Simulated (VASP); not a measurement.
# CsSe (P6_3mc) in VASP: relaxation of cell and atoms with PBE

Aim: the relaxation of cell and atoms of CsSe with PBE.

Everything below comes from runs of VASP 6.6.1. Logs are shortened: lines on timing, memory, paths and dates and some standing lists are left out, and cuts for length are marked.

## Step 1: The cell of the first run

The structure is hexagonal, space group P6_3mc (No. 186). Conventional cell: a = 5.156 Å, b = 5.156 Å, c = 7.109 Å, α = 90.00°, β = 90.00°, γ = 120.00°. Within 4.0 Å of Cs (site symmetry 3m) lie 3 Se at 3.02 Å and 2 Cs at 3.55 Å. Within 4.0 Å of Se (site symmetry 3m) lie 3 Cs at 3.02 Å.

The cell was generated, and may not be a known phase.

## Step 2: Relaxation of cell and atoms, PBE

The input, INCAR:

```
  PREC = Accurate
  ENCUT = 600
  EDIFF = 1E-7
  ISMEAR = 0
  SIGMA = 0.1
  LREAL = False
  LASPH = True
  NELM = 80
  ALGO = Normal
  ISIF = 3
  LWAVE = False
  LCHARG = False
  GGA = PE
  IBRION = 2
  NSW = 90
  EDIFFG = -0.04
```

The input, KPOINTS:

```
Automatic mesh
0
Gamma
  6 6 4
```

The input, POSCAR:

```
CsSe
1.0
    5.1557425901      0.0000000000      0.0000000000
   -2.5778712950      4.4650040584      0.0000000000
    0.0000000000      0.0000000000      7.1089930639
Cs Se
2 2
Direct
    0.0000000000      0.0000000000      0.3206478072
    0.0000000000      0.0000000000      0.8206478072
    0.6666666667      0.3333333333      0.2500000000
    0.3333333333      0.6666666667      0.7500000000
```

Potentials or basis: VASP PAW PBE potentials, release 64 (Cs_sv, Se).

Run with:

```
$ cat potpaw_PBE.64/Cs_sv/POTCAR potpaw_PBE.64/Se/POTCAR > POTCAR
$ mpirun -np 1 vasp_std > vasp.out
```

OUTCAR:

```text
PREC = Accurate
   ENCUT = 600
   EDIFF = 1E-7
   ISMEAR = 0
   LREAL = False
   LASPH = True
   NELM = 80
   ISIF = 3
   GGA = PE
   IBRION = 2
   NSW = 90
   EDIFFG = -0.04

 ion  position               nearest neighbor table
   1  0.000  0.000  0.321-
   2  0.000  0.000  0.821-
   3  0.667  0.333  0.250-
   4  0.333  0.667  0.750-

  LATTYP: Found a hexagonal cell.
 ALAT       =     5.1557425901
 C/A-ratio  =     1.3788494945

  Lattice vectors:

 A1 = (   5.1557425901,   0.0000000000,   0.0000000000)
 A2 = (  -2.5778712950,   4.4650040584,   0.0000000000)
 A3 = (   0.0000000000,   0.0000000000,   7.1089930639)

Analysis of symmetry for initial positions (statically):
=====================================================================
 Subroutine PRICEL returns:
 Original cell was already a primitive cell.

 Routine SETGRP: Setting up the symmetry group for a
 hexagonal supercell.

 Subroutine GETGRP returns: Found 12 space group operations
 (whereof  6 operations were pure point group operations)
 out of a pool of 24 trial point group operations.

The static configuration has the point symmetry C_3v.
 The point group associated with its full space group is C_6v.

Analysis of symmetry for dynamics (positions and initial velocities):
=====================================================================
 Subroutine PRICEL returns:
 Original cell was already a primitive cell.

 Routine SETGRP: Setting up the symmetry group for a
 hexagonal supercell.

 Subroutine GETGRP returns: Found 12 space group operations
 (whereof  6 operations were pure point group operations)
 out of a pool of 24 trial point group operations.

The dynamic configuration has the point symmetry C_3v.
 The point group associated with its full space group is C_6v.

 Subroutine INISYM returns: Found 12 space group operations
 (whereof  6 operations are pure point group operations),
 and found     1 'primitive' translations

----------------------------------------------------------------------------------------

                                     Primitive cell

  volume of cell :     163.6519

  direct lattice vectors                    reciprocal lattice vectors
     5.155742590  0.000000000  0.000000000     0.193958481  0.111981981  0.000000000
    -2.577871295  4.465004058  0.000000000     0.000000000  0.223963962  0.000000000
     0.000000000  0.000000000  7.108993064     0.000000000  0.000000000  0.140666898

  length of vectors
[... 79 lines left out ...]
   LASPH  =      T    aspherical Exc in radial PAW
   ENCUT  =  600.0 eV  44.10 Ry    6.64 a.u.  10.30 10.30 14.20*2*pi/ulx,y,z
   NELM   =     80;   NELMIN=  2; NELMDL= -5     # of ELM steps
   EDIFF  = 0.1E-06   stopping-criterion for ELM
   LREAL  =      F    real-space projection
   EDIFFG = -.4E-01   stopping-criterion for IOM
   NSW    =     90    number of steps for IOM
   IBRION =      2    ionic relax: 0-MD 1-quasi-New 2-CG
   NFREE  =      1    steps in history (QN), initial steepest desc. (CG)
   ISIF   =      3    stress and relaxation
   ISYM   =      2    0-nonsym 1-usesym 2-fastsym
   POTIM  = 0.5000    time-step for ionic-motion
   TEBEG  =    0.0;   TEEND  =   0.0 temperature during run
   PSTRESS=    0.0 pullay stress
   NELECT =      30.0000    total number of electrons
   NUPDOWN=      -1.0000    fix difference up-down
   EMIN   =  10.00;   EMAX   =-10.00  energy-range for DOS
   EFERMI =   0.00;   METHOD = LEGACY
   ISMEAR =     0;   SIGMA  =   0.10  broadening in eV -4-tet -1-fermi 0-gaus
   EFERMI_NEDOS =   21; number of points for ismear=-14 and -15
   IALGO  =     38    algorithm
   IMIX   =      4    mixing-type and parameters
     AMIX     =   0.40;   BMIX     =  1.00
     AMIX_MAG =   1.60;   BMIX_MAG =  1.00
  volume/ion in A,a.u.               =      40.91       276.09
  Fermi-wavevector in a.u.,A,eV,Ry     =   0.929983  1.757412 11.767240  0.864868
  Thomas-Fermi vector in A             =   2.056323
   LORBIT       =      0    0 simple, 1 ext, 2 COOP (PROOUT), +10 PAW based schemes
   GGA     = PE    functional components
   LHFCALC =     F    Hartree Fock is set to
   AEXX    =    0.0000 exact exchange contribution
   IVDW    =     0    specifies the selected vdW correction
   LEPSILON=     F    determine dielectric tensor
   LRPA    =     F    only Hartree local field effects (RPA)
 conjugate gradient relaxation of ions
 non-spin polarized calculation
 Gauss-broadening in eV      SIGMA  =   0.10
  energy-cutoff  :      600.00
  volume of cell :      163.65
 maximum number of plane-waves:      5476
 NGX is ok and might be reduce to    42
   NGX = 21   NGY = 21   NGZ = 29

--------------------------------------- Ionic step        1  -------------------------------------------

 number of electron      29.9999995 magnetization

 Free energy of the ion-electron system (eV)
  ---------------------------------------------------
  ext. energy  EPLUGINS =         0.00000000
  ---------------------------------------------------
  free energy    TOTEN  =        -8.51602421 eV

  energy without entropy =       -8.47358545  energy(sigma->0) =       -8.49480483

 E-fermi :   0.4100     XC(G=0):  -7.8024

 val. band max:        0.3852926270   @ k =   0.1667   0.1667   0.0000
 cond. band min:       0.4168643262   @ k =   0.5000  -0.0000   0.0000
 fundamental gap:      0.0315716992
 Fermi energy:         0.4100422336

 k-point     1 :       0.0000    0.0000    0.0000
  band No.  band energies     occupation
      1     -20.5448      2.00000
      2     -20.2350      2.00000
      3     -10.5890      2.00000
      4     -10.5240      2.00000
      5      -8.3789      2.00000
      6      -7.5126      2.00000
[... 558 lines left out ...]
  FREE ENERGIE OF THE ION-ELECTRON SYSTEM (eV)
  ---------------------------------------------------
  free  energy   TOTEN  =        -9.5100206865 eV

  energy  without entropy=       -9.4206427730  energy(sigma->0) =       -9.46533173

[... ionic steps 4 to 26 ...]

--------------------------------------- Ionic step       27  -------------------------------------------

 number of electron      30.0000007 magnetization

------------------------ aborting loop because EDIFF is reached ----------------------------------------
[... 71 lines left out ...]
--------------------------------------- Ionic step       29  -------------------------------------------

 number of electron      29.9999995 magnetization

 Free energy of the ion-electron system (eV)
  ---------------------------------------------------
  ext. energy  EPLUGINS =         0.00000000
  ---------------------------------------------------
  free energy    TOTEN  =       -10.41138432 eV

  energy without entropy =      -10.31914451  energy(sigma->0) =      -10.36526442

 E-fermi :  -0.7032     XC(G=0):  -7.1337

 val. band max:       -0.7133895281   @ k =   0.1667   0.1667   0.2500
 cond. band min:      -0.6993816169   @ k =   0.0000   0.0000   0.5000
 fundamental gap:      0.0140079112
 Fermi energy:        -0.7031751291

 k-point     1 :       0.0000    0.0000    0.0000
  band No.  band energies     occupation
      1     -21.0340      2.00000
      2     -21.0085      2.00000
      3     -11.3922      2.00000
      4     -11.2671      2.00000
      5      -7.7925      2.00000
      6      -7.7925      2.00000
[... 482 lines left out ...]
  FREE ENERGIE OF THE ION-ELECTRON SYSTEM (eV)
  ---------------------------------------------------
  free  energy   TOTEN  =       -10.4113843230 eV

  energy  without entropy=      -10.3191445110  energy(sigma->0) =      -10.36526442

 reached required accuracy - stopping structural energy minimisation
```

OSZICAR:

```text
N       E                     dE             d eps       ncg     rms          rms(c)
DAV:   1     0.214921240056E+03    0.21492E+03   -0.12901E+04   798   0.144E+03
DAV:   2     0.102088385423E+02   -0.20471E+03   -0.20108E+03  1136   0.227E+02
DAV:   3    -0.874291540517E+01   -0.18952E+02   -0.18766E+02   921   0.784E+01
DAV:   4    -0.903737936866E+01   -0.29446E+00   -0.29392E+00   941   0.112E+01
[... 358 lines left out ...]
DAV:   5    -0.104113691256E+02   -0.11038E-04   -0.34404E-04  1045   0.998E-02    0.199E-02
DAV:   6    -0.104113792163E+02   -0.10091E-04   -0.20498E-05   894   0.253E-02    0.721E-03
DAV:   7    -0.104113839037E+02   -0.46874E-05   -0.56628E-06   876   0.129E-02    0.229E-03
DAV:   8    -0.104113842548E+02   -0.35114E-06   -0.16772E-06   858   0.698E-03    0.854E-04
DAV:   9    -0.104113843230E+02   -0.68179E-07   -0.85817E-08   573   0.172E-03
  29 F= -.10411384E+02 E0= -.10365264E+02  d E =-.980531E-02
```

CONTCAR:

```text
CsSe
   1.00000000000000
     4.9846006830044853   -0.0000000000047821    0.0000000000000000
    -2.4923003414580429    4.3167908192055560   -0.0000000000000000
    -0.0000000000000001   -0.0000000000000001    9.1593574156353874
  Cs              Se
     2     2
Direct
     0.0000000000000000    0.0000000000000000    0.4110947552763924
     0.0000000000000000    0.0000000000000000    0.9110947552763924
     0.6666666667000030    0.3333333332999970    0.1595530519236043
     0.3333333332999970    0.6666666667000030    0.6595530519236044

  0.00000000E+00  0.00000000E+00  0.00000000E+00
  0.00000000E+00  0.00000000E+00  0.00000000E+00
  0.00000000E+00  0.00000000E+00  0.00000000E+00
  0.00000000E+00  0.00000000E+00  0.00000000E+00
```

It took 59 min on 1 thread of Oxide Virtual Turin-like, shared host; peak memory 0.32 GiB.

Results:

```
Free energy                           : -10.4114 eV
Relaxed volume                        : 49.27 Å³/atom
Relaxed cell                          : a = 4.985 Å, b = 4.985 Å, c = 9.159 Å, α = 90.00°, β = 90.00°, γ = 120.00°
Space group after relaxing (to 0.1 Å) : P6_3/mmc (No. 194)
Energy gained by relaxing             : 473.8 meV/atom
Ionic steps                           : 29
Pressure after relaxing               : 0.0 GPa
Largest force after relaxing          : 0.018 eV/Å
Band gap on the k mesh                : zero (bands 15 and 16 overlap by 0.32 eV)
```

Forces on the atoms (eV/Å):
```
Cs   0.000  0.000 -0.018
Cs   0.000  0.000 -0.018
Se   0.000  0.000  0.018
Se   0.000  0.000  0.018
```

The path:
```tsv
step	energy change (eV)	largest force (eV/Å)	pressure (GPa)	volume (Å³)
1	0.0000	0.2765	5.87	163.65
2	-0.8837	0.1881	1.54	201.63
3	-0.9940	0.1432	0.50	219.66
4	-1.0041	0.1271	0.20	226.62
5	-1.0044	0.1239	0.15	228.01
6	-1.0311	0.1273	0.12	231.15
7	-1.0832	0.1376	0.11	240.33
8	-1.1223	0.1583	0.13	257.66
9	-1.1249	0.1619	0.14	261.46
10	-1.1439	0.1304	-0.16	273.13
11	-1.1448	0.1223	-0.22	275.88
12	-1.1645	0.1316	-0.26	275.02
13	-1.2318	0.1500	-0.41	272.37
14	-1.3851	0.1415	-0.85	266.89
15	-1.5774	0.0446	-1.30	255.23
16	-1.5843	0.0534	-1.28	254.03
17	-1.6011	0.0850	-1.21	250.43
18	-1.6123	0.1652	-0.98	243.32
19	-1.6129	0.1445	-1.04	244.91
20	-1.6248	0.1450	-1.04	243.61
21	-1.6602	0.1444	-1.01	239.74
22	-1.7268	0.1357	-0.95	232.11
23	-1.8340	0.0828	-0.71	217.30
24	-1.8443	0.2129	0.46	189.43
25	-1.8832	0.0078	-0.32	204.20
26	-1.8856	0.0447	-0.18	200.83
27	-1.8856	0.0351	-0.22	201.66
28	-1.8890	0.0228	-0.18	200.52
29	-1.8954	0.0184	-0.04	197.09
```

Final structure:
```
Cs Se
1.0
     4.98460    0.00000    0.00000
    -2.49230    4.31679    0.00000
     0.00000    0.00000    9.15936
Cs Se
2 2
Direct
  0.00000 0.00000 0.41109
  0.00000 0.00000 0.91109
  0.66667 0.33333 0.15955
  0.33333 0.66667 0.65955
```

Levels at points of the mesh, in eV from the Fermi level:
```tsv
k point	band 12	band 13	band 14	band 15	band 16	band 17	band 18	band 19
(0.00, 0.00, 0.00)	-0.16	-0.16	0.10	0.19	0.19	3.57	4.53	5.81
(0.50, 0.00, 0.00)	-0.46	-0.28	-0.19	0.04	0.10	4.28	5.16	5.89
(0.00, 0.00, 0.50)	-0.43	0.00	0.00	0.00	0.00	4.70	4.70	5.32
(0.50, 0.00, 0.50)	-0.55	-0.20	-0.20	-0.09	-0.09	4.83	4.83	5.95
```

Caveat: the volume moved by over 15 % at a fixed basis, so the end points are rough; spin-orbit coupling is left out, which moves the levels of the heavy elements.
